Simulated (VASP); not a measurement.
# Hf5W (P1) in VASP: notebook, part 2 of 2

VASP 6.6.1. The steps go on from the part before.

## Step 3: Single point, PBE

This run uses another cell than the first one, of 21.25 Å³/atom.

Input file INCAR:

```
SYSTEM = Hf5W
PREC     = Accurate       ! precision mode
ENCUT    = 520            ! plane-wave cutoff, eV
EDIFF    = 1E-7           ! SCF threshold, eV
ISMEAR   = 0              ! smearing method
SIGMA    = 0.1            ! smearing width, eV
LREAL    = .FALSE.        ! projectors in reciprocal space
LASPH    = .TRUE.         ! aspherical terms in the spheres
NELM     = 80             ! most SCF steps
ALGO     = Fast           ! electronic algorithm
ISIF     = 2              ! what is computed and relaxed
LWAVE    = .FALSE.        ! write WAVECAR
LCHARG   = .FALSE.        ! write CHGCAR
GGA      = PE             ! functional
NBANDS   = 76             ! bands
ISYM     = 0
```

Input file KPOINTS:

```
Automatic mesh
0
Gamma
  3 3 2
  0 0 0.5
```

Input file POSCAR:

```
Hf5W
1.0
   -3.6775804525     -3.3646754156      3.3178665150
   -3.7590350590      3.4061938530     -3.3578026840
    1.8603405792     -5.1459526900     -5.0541889861
Hf W
10 2
Direct
    0.6803275634      0.6512652014      0.6740979709
    0.1906498027      0.7093605141      0.6585597142
    0.6311049182      0.1400611375      0.6582417743
    0.8561404888      0.8432854376      0.3370936840
    0.8451660199      0.3429492131      0.3482866424
    0.3283978407      0.3065947980      0.3421601917
    0.4788157141      0.4370153968      0.9817292618
    0.0182752126      0.5512594955      0.0135173997
    0.4988695186      0.9542243510      0.0383299139
    1.0094373250      1.0453286189     -0.0299408234
    0.1326740381      0.1961052871      0.6475306197
    0.3371157553      0.8182157631      0.3416801599
```

Potentials or basis: VASP PAW PBE potentials, release 64 (Hf_pv, W_sv).

Started as:

```console
cat potpaw_PBE.64/Hf_pv/POTCAR potpaw_PBE.64/W_sv/POTCAR > POTCAR
mpirun -np 1 vasp_std > vasp.out
```

OUTCAR:

```text
SYSTEM = Hf5W
   PREC = Accurate
   ENCUT = 520
   EDIFF = 1E-7
   ISMEAR = 0
   LREAL = .FALSE.
   LASPH = .TRUE.
   NELM = 80
   ISIF = 2
   GGA = PE
   ISYM = 0

 ion  position               nearest neighbor table
   1  0.680  0.651  0.674-   2 3.01   2 3.03   3 3.03  10 3.04   7 3.07   3 3.08   6 3.10   4 3.15
                             5 3.23   8 3.24  12 3.43   9 3.47
   2  0.191  0.709  0.659-  12 2.76   1 3.01   1 3.03  11 3.04   5 3.05   9 3.07  11 3.08   8 3.18
                             4 3.24   3 3.24  10 3.31   6 3.44   7 3.61
   3  0.631  0.140  0.658-  12 2.85  11 2.95   1 3.03  11 3.08   1 3.08   5 3.09   7 3.14   6 3.21
                            10 3.23   2 3.24   9 3.35   4 3.38   8 3.45
   4  0.856  0.843  0.337-  11 2.87  12 2.92   5 3.04   5 3.04  12 3.08   9 3.14   1 3.15   8 3.16
                             2 3.24  10 3.33   3 3.38   7 3.41   6 3.47
   5  0.845  0.343  0.348-   6 2.96  11 3.01   6 3.04   4 3.04   4 3.04   2 3.05   3 3.09   9 3.11
                             8 3.17   1 3.23   7 3.47  10 3.48  12 3.61
   6  0.328  0.307  0.342-  11 2.81   5 2.96  12 2.98   5 3.04  10 3.07  12 3.10   1 3.10   7 3.11
[... 881 lines left out ...]
     76       7.0643      0.00000

------------------------ aborting loop because EDIFF is reached ----------------------------------------

  FORCE on cell =-STRESS in cart. coord.  units (eV):
  Direction    XX          YY          ZZ          XY          YZ          ZX
  --------------------------------------------------------------------------------------
  -------------------------------------------------------------------------------------
  Total       -0.6896830     -0.7025047     -0.6373122     -0.0452313      0.0241032      0.0117559
  in kB       -4.3340633     -4.4146364     -4.0049581     -0.2842399      0.1514677      0.0738759
  external PRESSURE =      -4.2512193 kB  Pullay stress =       0.0000000 kB

 VOLUME and BASIS-vectors are now :
 -----------------------------------------------------------------------------
  energy-cutoff  :      520.00
  volume of cell :      254.96
      direct lattice vectors                 reciprocal lattice vectors
    -3.677580452 -3.364675416  3.317866515    -0.135296568 -0.099019253  0.051017224
    -3.759035059  3.406193853 -3.357802684    -0.133667456  0.048694033 -0.098778297
     1.860340579 -5.145952690 -5.054188986    -0.000013259 -0.097352438 -0.098740595

 POSITION                                       TOTAL-FORCE (eV/Angst)
 -----------------------------------------------------------------------------------
     -3.69604     -3.53962     -3.33660        -0.006804     -0.009142      0.006568
     -2.14250     -1.61417     -5.07783        -0.000949      0.016355      0.008308
     -1.62288     -5.03367     -1.70325        -0.002470      0.014110      0.010390
     -5.69136     -1.74291     -1.69476        -0.007738     -0.013936     -0.001716
     -3.74939     -3.46782     -0.10771        -0.003635     -0.042518     -0.022329
     -1.72368     -1.82137     -1.66925         0.009404     -0.007013     -0.000005
     -1.57729     -5.17443     -4.84061         0.019881      0.024850      0.004276
     -2.11427      1.74665     -1.85871        -0.010539     -0.008736     -0.002218
     -5.35029      1.37450     -1.74264         0.009999     -0.003659     -0.005479
      1.59954     -4.86923     -5.02376        -0.018453      0.002787      0.014840
     -0.02046     -3.11059     -3.49103        -0.002101      0.014750     -0.009218
     -3.67983     -0.10555     -3.35582         0.013405      0.012150     -0.003416
 -----------------------------------------------------------------------------------
    total drift:                                0.000001     -0.000119     -0.000078

  FREE ENERGIE OF THE ION-ELECTRON SYSTEM (eV)
  ---------------------------------------------------
  free  energy   TOTEN  =      -123.8696856654 eV

  energy  without entropy=     -123.8084450188  energy(sigma->0) =     -123.83906534
```

stdout:

```text
POSCAR found type information on POSCAR HfW
 POSCAR found :  2 types and      12 ions
 scaLAPACK will be used
 LDA part: xc-table for (Slater+PW92), standard interpolation
 POSCAR, INCAR and KPOINTS ok, starting setup
 FFT: planning ... GRIDC
 FFT: planning ... GRID_SOFT
 FFT: planning ... GRID
 WAVECAR not read
 entering main loop
```

It took 12 min on 1 thread of Intel Xeon 8259CL, shared host; peak memory 0.4 GiB.

What came out:

```yaml
Free_energy: -123.8697 eV
Pressure: -0.4 GPa
Largest_force: 0.048 eV/Å
Band_gap_on_the_k_mesh: zero (bands 64 and 65 overlap by 0.30 eV)
```

Forces in eV/Å, atoms in the order of the input:
```
Hf  -0.007 -0.009  0.007
Hf  -0.001  0.016  0.008
Hf  -0.002  0.014  0.010
Hf  -0.008 -0.014 -0.002
Hf  -0.004 -0.043 -0.022
Hf   0.009 -0.007  0.000
Hf   0.020  0.025  0.004
Hf  -0.011 -0.009 -0.002
Hf   0.010 -0.004 -0.005
Hf  -0.018  0.003  0.015
W   -0.002  0.015 -0.009
W    0.013  0.012 -0.003
```

Caveat: the k points lie up to 0.44 Å⁻¹ apart; spin-orbit coupling is left out, which moves the levels of the heavy elements.

## Step 4: Single point, PBE

Input file INCAR:

```
  PREC = Accurate
  ENCUT = 520
  EDIFF = 1E-6
  ISMEAR = 0
  SIGMA = 0.1
  LREAL = F
  LASPH = T
  NELM = 60
  ALGO = Fast
  ISIF = 2
  LWAVE = F
  LCHARG = F
  GGA = PE
  ISYM = 0
  NBANDS = 76
```

Input file KPOINTS:

```
regular mesh
0
Gamma
  4 4 3
```

Input file POSCAR:

```
Hf5W
1.0
   -3.5228713056     -3.4238828899      3.3806740550
   -3.6614903533      3.4550970596     -3.4860976448
    1.7385622840     -5.1622814784     -5.1195212780
Hf W
10 2
Direct
    0.6539459195      0.6529629175      0.6987373528
    0.1477902953      0.6484762851      0.6510555175
    0.7061279102      0.1710742166      0.6796248367
    0.7994216279      0.7934045433      0.3146417965
    0.3338022641      0.8995329211      0.3528139266
    0.8158475052      0.2808622858      0.3142312428
    0.3436160081      0.3837777338      0.3344765821
    0.0073937869      0.5230965513      0.0089805055
    0.4921269695      0.9607131137      0.9879289248
    0.0182727306      0.0321106666      0.9955190143
    0.2064736655      0.1942455094      0.6770813147
    0.4731505450      0.4702804026      0.9788611540
```

Started as:

```console
cat potpaw_PBE.64/Hf_pv/POTCAR potpaw_PBE.64/W_sv/POTCAR > POTCAR
mpirun -np 1 vasp_std > vasp.out
```

Wall time 19 min (1 thread of Intel Xeon 8259CL, shared host); peak memory 0.58 GiB.

It converged, with:

| Property | Result |
| --- | --- |
| Free energy | -123.5102 eV |
| Pressure | -0.4 GPa |
| Largest force | 0.047 eV/Å |
| Band gap on the k mesh | zero (bands 64 and 65 overlap by 0.47 eV) |

Forces in eV/Å, atoms in the order of the input:
```
Hf   0.016 -0.010  0.007
Hf   0.002  0.000  0.010
Hf  -0.009  0.003  0.002
Hf  -0.003  0.026  0.011
Hf  -0.007  0.013 -0.027
Hf   0.007  0.000 -0.019
Hf  -0.008 -0.030  0.009
Hf  -0.008  0.008 -0.005
Hf  -0.015 -0.010  0.002
Hf   0.019 -0.016  0.007
W    0.009  0.028  0.036
W   -0.004 -0.013 -0.035
```

Stress tensor (GPa, compression positive):
```
-0.37  0.01  0.05
 0.01 -0.34  0.01
 0.05  0.01 -0.40
```

Levels at points of the mesh, in eV from the Fermi level:
| k point | band 62 | band 63 | band 64 | band 65 | band 66 | band 67 |
| --- | --- | --- | --- | --- | --- | --- |
| (0.00, 0.00, 0.00) | -0.28 | -0.13 | -0.07 | 0.14 | 0.32 | 0.70 |
| (0.50, 0.00, 0.00) | -0.36 | -0.34 | -0.18 | -0.08 | 0.15 | 0.52 |
| (0.00, 0.50, 0.00) | -0.48 | -0.45 | -0.29 | -0.02 | 0.12 | 0.26 |
| (0.50, 0.50, 0.00) | -0.47 | -0.35 | -0.32 | -0.24 | 0.21 | 0.40 |

Caveat: spin-orbit coupling is left out, which moves the levels of the heavy elements.

## Step 5: Overview

```tsv
cell	k mesh	gap on the mesh (eV)	pressure (GPa)	largest force (eV/Å)
a = 5.977, b = 6.159, c = 7.418 Å, angles 96.7, 98.4, 107.2°, 12 atoms, atomic positions A	3 × 3 × 2, shifted	none	-0.4	0.06
a = 5.988, b = 6.083, c = 7.449 Å, angles 99.6, 98.1, 103.9°, 12 atoms, atomic positions B	3 × 3 × 2, shifted	none	-0.4	0.05
a = 5.963, b = 6.123, c = 7.475 Å, angles 98.0, 97.4, 107.1°, 12 atoms, atomic positions C	4 × 4 × 3	none	-0.4	0.05
```

Alike in all rows: task single point; level PBE; potentials or basis VASP PAW PBE potentials, release 64 (Hf_pv, W_sv); no spin polarisation; cutoff (eV) 520; smearing gaussian 0.1 eV.

Caveats: some runs use coarse meshes; spin-orbit coupling is left out, which moves the levels of the heavy elements.

Total energies depend on the potentials used, so only differences within one code and one set of settings carry meaning.
